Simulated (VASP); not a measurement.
# SnGe2 (C2/m) in VASP: single point with PBE

Aim: the single point of SnGe2 with PBE.

All numbers are computed with VASP 6.6.1; they aren't measurements. Logs are shortened: lines on timing, memory, paths and dates and some standing lists are left out, and cuts for length are marked.

### 1 The cell of the first run

The structure is monoclinic, space group C2/m (No. 12). Conventional cell: a = 6.392 Å, b = 5.257 Å, c = 4.126 Å, α = 90.00°, β = 104.79°, γ = 90.00°. Within 3.8 Å of Sn (site symmetry 2/m) lie 8 Ge at 2.90 to 3.03 Å. Within 3.5 Å of Ge (site symmetry m) lie 4 Ge at 2.65 to 3.04 Å and 4 Sn at 2.90 to 3.03 Å.

The cell was generated, and may not be a known phase.

### 2 Single point, PBE

Input file INCAR:

```
SYSTEM = SnGe2
ALGO     = Normal         ! electronic algorithm
EDIFF    = 1E-7           ! SCF threshold, eV
ENCUT    = 520            ! plane-wave cutoff, eV
GGA      = PE             ! functional
ISIF     = 2              ! what is computed and relaxed
ISMEAR   = 0              ! smearing method
LASPH    = .True.         ! aspherical terms in the spheres
LCHARG   = .False.        ! write CHGCAR
LREAL    = .False.        ! projectors in reciprocal space
LWAVE    = .False.        ! write WAVECAR
NBANDS   = 28             ! bands
NELM     = 80             ! most SCF steps
PREC     = Accurate       ! precision mode
SIGMA    = 0.1            ! smearing width, eV
```

Input file KPOINTS:

```
k-points
0
Gamma
  10 10 10
  0 0 0
```

Input file POSCAR:

```
SnGe2
1.0
    3.1954492711     -2.6283771775      0.0501307945
    3.1954492711      2.6283771775      0.0501307945
   -1.1154918329      0.0000000000      3.9724905380
Sn Ge
1 2
Direct
    0.0000000000      0.0000000000      0.0000000000
    0.6563347943      0.6563347943      0.3422294089
    0.3436652057      0.3436652057      0.6577705911
```

Potentials or basis: VASP PAW PBE potentials, release 64 (Sn_d, Ge_d).

On the command line:

```sh
$ cat potpaw_PBE.64/Sn_d/POTCAR potpaw_PBE.64/Ge_d/POTCAR > POTCAR
$ mpirun -np 1 vasp_std > vasp.out
```

OUTCAR:

```text
SYSTEM = SnGe2
   EDIFF = 1E-7
   ENCUT = 520
   GGA = PE
   ISIF = 2
   ISMEAR = 0
   LASPH = .True.
   LREAL = .False.
   NELM = 80
   PREC = Accurate

 ion  position               nearest neighbor table
   1  0.000  0.000  0.000-   2 2.90   3 2.90   3 3.02   2 3.02   2 3.03   2 3.03   3 3.03   3 3.03

   2  0.656  0.656  0.342-   3 2.65   1 2.90   1 3.02   1 3.03   1 3.03
   3  0.344  0.344  0.658-   2 2.65   1 2.90   1 3.02   1 3.03   1 3.03

  LATTYP: Found a base centered monoclinic cell.
 ALAT       =     6.3916849549
 B/A-ratio  =     0.8224363986
 C/A-ratio  =     0.6455475532
 COS(beta)  =    -0.2552123693

  Lattice vectors:

 A1 = (   3.1954492711,  -2.6283771775,   0.0501307945)
 A2 = (   3.1954492711,   2.6283771775,   0.0501307945)
 A3 = (  -1.1154918329,   0.0000000000,   3.9724905380)

Analysis of symmetry for initial positions (statically):
=====================================================================
 Subroutine PRICEL returns:
 Original cell was already a primitive cell.

 Routine SETGRP: Setting up the symmetry group for a
 base centered monoclinic supercell.

 Subroutine GETGRP returns: Found  4 space group operations
 (whereof  4 operations were pure point group operations)
 out of a pool of  4 trial point group operations.

The static configuration has the point symmetry C_2h.

Analysis of symmetry for dynamics (positions and initial velocities):
=====================================================================
 Subroutine PRICEL returns:
 Original cell was already a primitive cell.

 Routine SETGRP: Setting up the symmetry group for a
 base centered monoclinic supercell.

 Subroutine GETGRP returns: Found  4 space group operations
 (whereof  4 operations were pure point group operations)
 out of a pool of  4 trial point group operations.

The dynamic configuration has the point symmetry C_2h.

 Subroutine INISYM returns: Found  4 space group operations
 (whereof  4 operations are pure point group operations),
 and found     1 'primitive' translations

----------------------------------------------------------------------------------------

                                     Primitive cell

  volume of cell :      67.0226

  direct lattice vectors                    reciprocal lattice vectors
     3.195449271 -2.628377177  0.050130794     0.155786234 -0.190231449  0.043745421
     3.195449271  2.628377177  0.050130794     0.155786234  0.190231449  0.043745421
    -1.115491833  0.000000000  3.972490538    -0.003931885  0.000000000  0.250627158

  length of vectors
     4.137846750  4.137846750  4.126136583     0.249741900  0.249741900  0.250657998

  position of ions in fractional coordinates (direct lattice)
     0.000000000  0.000000000  0.000000000
     0.656334794  0.656334794  0.342229409
     0.343665206  0.343665206  0.657770591

  ion indices of the primitive-cell ions
   primitive index   ion index
                 1           1
                 2           2
                 3           3

----------------------------------------------------------------------------------------

 KPOINTS: k-points

Automatic generation of k-mesh.
 Grid dimensions read from file:
 generate k-points for:   10   10   10

 Generating k-lattice:

  Cartesian coordinates                     Fractional coordinates (reciprocal lattice)
     0.015578623 -0.019023145  0.004374542     0.100000000  0.000000000  0.000000000
     0.015578623  0.019023145  0.004374542     0.000000000  0.100000000  0.000000000
    -0.000393188  0.000000000  0.025062716     0.000000000  0.000000000  0.100000000

  Length of vectors
     0.024974190  0.024974190  0.025065800

  Shift w.r.t. Gamma in fractional coordinates (k-lattice)
     0.000000000  0.000000000  0.000000000

 Subroutine IBZKPT returns following result:
 ===========================================

 Found    282 irreducible k-points:

 Following reciprocal coordinates:
            Coordinates               Weight
  0.000000  0.000000  0.000000      1.000000
  0.100000  0.000000  0.000000      4.000000
  0.200000  0.000000  0.000000      4.000000
  0.300000  0.000000  0.000000      4.000000
  0.400000  0.000000  0.000000      4.000000
  0.500000  0.000000  0.000000      2.000000
[... 16 lines left out ...]
  0.300000  0.300000  0.000000      2.000000
  0.400000  0.300000  0.000000      4.000000
 [... further k-points ...]
   k-points           NKPTS =    282   k-points in BZ     NKDIM =    282   number of bands    NBANDS=     28
   number of dos      NEDOS =    301   number of ions     NIONS =      3
   total plane-waves  NPLWV =  32768
   dimension x,y,z NGX =    32 NGY =   32 NGZ =   32
   dimension x,y,z NGXF=    64 NGYF=   64 NGZF=   64
   ions per type =               1   2
   NGX,Y,Z   is equivalent  to a cutoff of  12.86, 12.86, 12.89 a.u.
   NGXF,Y,Z  is equivalent  to a cutoff of  25.71, 25.71, 25.79 a.u.
 SYSTEM =  SnGe2
   PREC   = accura    normal or accurate (medium, high low for compatibility)
   ISTART =      0    job   : 0-new  1-cont  2-samecut
   ICHARG =      2    charge: 1-file 2-atom 10-const
   ISPIN  =      1    spin polarized calculation?
   LNONCOLLINEAR =      F non collinear calculations
   LSORBIT =      F    spin-orbit coupling
   LASPH  =      T    aspherical Exc in radial PAW
   ENCUT  =  520.0 eV  38.22 Ry    6.18 a.u.   7.69  7.69  7.67*2*pi/ulx,y,z
   NELM   =     80;   NELMIN=  2; NELMDL= -5     # of ELM steps
   EDIFF  = 0.1E-06   stopping-criterion for ELM
   LREAL  =      F    real-space projection
   EDIFFG = 0.1E-05   stopping-criterion for IOM
   NSW    =      0    number of steps for IOM
   IBRION =     -1    ionic relax: 0-MD 1-quasi-New 2-CG
   NFREE  =      0    steps in history (QN), initial steepest desc. (CG)
   ISIF   =      2    stress and relaxation
   ISYM   =      2    0-nonsym 1-usesym 2-fastsym
   POTIM  = 0.5000    time-step for ionic-motion
   TEBEG  =    0.0;   TEEND  =   0.0 temperature during run
   PSTRESS=    0.0 pullay stress
   NELECT =      42.0000    total number of electrons
   NUPDOWN=      -1.0000    fix difference up-down
   EMIN   =  10.00;   EMAX   =-10.00  energy-range for DOS
   EFERMI =   0.00;   METHOD = LEGACY
   ISMEAR =     0;   SIGMA  =   0.10  broadening in eV -4-tet -1-fermi 0-gaus
   EFERMI_NEDOS =   21; number of points for ismear=-14 and -15
   IALGO  =     38    algorithm
   IMIX   =      4    mixing-type and parameters
     AMIX     =   0.40;   BMIX     =  1.00
     AMIX_MAG =   1.60;   BMIX_MAG =  1.00
  volume/ion in A,a.u.               =      22.34       150.76
  Fermi-wavevector in a.u.,A,eV,Ry     =   1.400933  2.647380 26.702983  1.962614
  Thomas-Fermi vector in A             =   2.523845
   LORBIT       =      0    0 simple, 1 ext, 2 COOP (PROOUT), +10 PAW based schemes
   GGA     = PE    functional components
   LHFCALC =     F    Hartree Fock is set to
   AEXX    =    0.0000 exact exchange contribution
   IVDW    =     0    specifies the selected vdW correction
   LEPSILON=     F    determine dielectric tensor
   LRPA    =     F    only Hartree local field effects (RPA)
 non-spin polarized calculation
 Gauss-broadening in eV      SIGMA  =   0.10
  energy-cutoff  :      520.00
  volume of cell :       67.02
 maximum number of plane-waves:      1818
   NGX = 15   NGY = 15   NGZ = 15

 number of electron      41.9999975 magnetization

 Free energy of the ion-electron system (eV)
  ---------------------------------------------------
  ext. energy  EPLUGINS =         0.00000000
  ---------------------------------------------------
  free energy    TOTEN  =       -12.29854230 eV

  energy without entropy =      -12.29047070  energy(sigma->0) =      -12.29450650

 E-fermi :   6.8416     XC(G=0): -10.6998

 val. band max:        6.8400382213   @ k =  -0.3000   0.5000   0.1000
 cond. band min:       6.8418933852   @ k =  -0.1000  -0.2000   0.4000
 fundamental gap:      0.0018551638
 Fermi energy:         6.8415732127

 k-point     1 :       0.0000    0.0000    0.0000
  band No.  band energies     occupation
      1     -17.8235      2.00000
      2     -17.7902      2.00000
      3     -17.7882      2.00000
      4     -17.7699      2.00000
      5     -17.7699      2.00000
      6     -17.7611      2.00000
[... 20 lines left out ...]
     27      13.7918      0.00000
     28      14.0416      0.00000

 k-point     2 :       0.1000    0.0000    0.0000
  band No.  band energies     occupation
      1     -17.8227      2.00000
      2     -17.7917      2.00000
      3     -17.7886      2.00000
      4     -17.7703      2.00000
      5     -17.7687      2.00000
      6     -17.7606      2.00000
[... 20 lines left out ...]
     27      13.5442      0.00000
     28      14.0859      0.00000

 k-point     3 :       0.2000    0.0000    0.0000
  band No.  band energies     occupation
      1     -17.8204      2.00000
      2     -17.7954      2.00000
      3     -17.7893      2.00000
      4     -17.7715      2.00000
      5     -17.7656      2.00000
      6     -17.7593      2.00000
[... 20 lines left out ...]
     27      12.4083      0.00000
     28      13.3100      0.00000

 k-point     4 :       0.3000    0.0000    0.0000
  band No.  band energies     occupation
      1     -17.8175      2.00000
      2     -17.7994      2.00000
      3     -17.7907      2.00000
      4     -17.7729      2.00000
      5     -17.7614      2.00000
      6     -17.7570      2.00000
[... 578 lines left out ...]
     27      13.4075      0.00000
     28      13.5863      0.00000

 k-point    23 :       0.3000    0.3000    0.0000
  band No.  band energies     occupation
      1     -17.8142      2.00000
      2     -17.7941      2.00000
      3     -17.7911      2.00000
      4     -17.7685      2.00000
      5     -17.7590      2.00000
      6     -17.7567      2.00000
[... 20 lines left out ...]
     27      12.6702      0.00000
     28      13.9937      0.00000

 k-point    24 :       0.4000    0.3000    0.0000
  band No.  band energies     occupation
      1     -17.8143      2.00000
      2     -17.7983      2.00000
      3     -17.7864      2.00000
      4     -17.7679      2.00000
      5     -17.7607      2.00000
      6     -17.7548      2.00000
[... 20 lines left out ...]
     27      13.0041      0.00000
     28      14.6188      0.00000

 [... further k-points ...]

------------------------ aborting loop because EDIFF is reached ----------------------------------------

  FORCE on cell =-STRESS in cart. coord.  units (eV):
  Direction    XX          YY          ZZ          XY          YZ          ZX
  --------------------------------------------------------------------------------------
  -------------------------------------------------------------------------------------
  Total       -0.0083394     -0.0238297     -0.0004826      0.0000000      0.0000000     -0.0048712
  in kB       -0.1993526     -0.5696494     -0.0115359      0.0000000      0.0000000     -0.1164466
  external PRESSURE =      -0.2601793 kB  Pullay stress =       0.0000000 kB

 VOLUME and BASIS-vectors are now :
 -----------------------------------------------------------------------------
  energy-cutoff  :      520.00
  volume of cell :       67.02
      direct lattice vectors                 reciprocal lattice vectors
     3.195449271 -2.628377177  0.050130794     0.155786234 -0.190231449  0.043745421
     3.195449271  2.628377177  0.050130794     0.155786234  0.190231449  0.043745421
    -1.115491833  0.000000000  3.972490538    -0.003931885  0.000000000  0.250627158

 POSITION                                       TOTAL-FORCE (eV/Angst)
 -----------------------------------------------------------------------------------
      0.00000      0.00000      0.00000        -0.000000      0.000000     -0.000000
      3.81281      0.00000      1.42531         0.002169      0.000000     -0.000773
      1.46259      0.00000      2.64744        -0.002169      0.000000      0.000773
 -----------------------------------------------------------------------------------
    total drift:                                0.000000     -0.000000      0.000000

  FREE ENERGIE OF THE ION-ELECTRON SYSTEM (eV)
  ---------------------------------------------------
  free  energy   TOTEN  =       -12.2985422968 eV

  energy  without entropy=      -12.2904707007  energy(sigma->0) =      -12.29450650
```

It took 2.6 min on 1 thread of Intel Xeon 6975P-C (Granite Rapids), shared host; peak memory 0.54 GiB.

What came out:

* Free energy: -12.2985 eV
* Pressure: 0.0 GPa
* Band gap on the k mesh: zero (bands 21 and 22 overlap by 4.49 eV)

Forces on the atoms (eV/Å):
```
Sn   0.000  0.000  0.000
Ge   0.002  0.000 -0.001
Ge  -0.002  0.000  0.001
```

Caveat: spin-orbit coupling is left out, which moves the levels of the heavy elements.
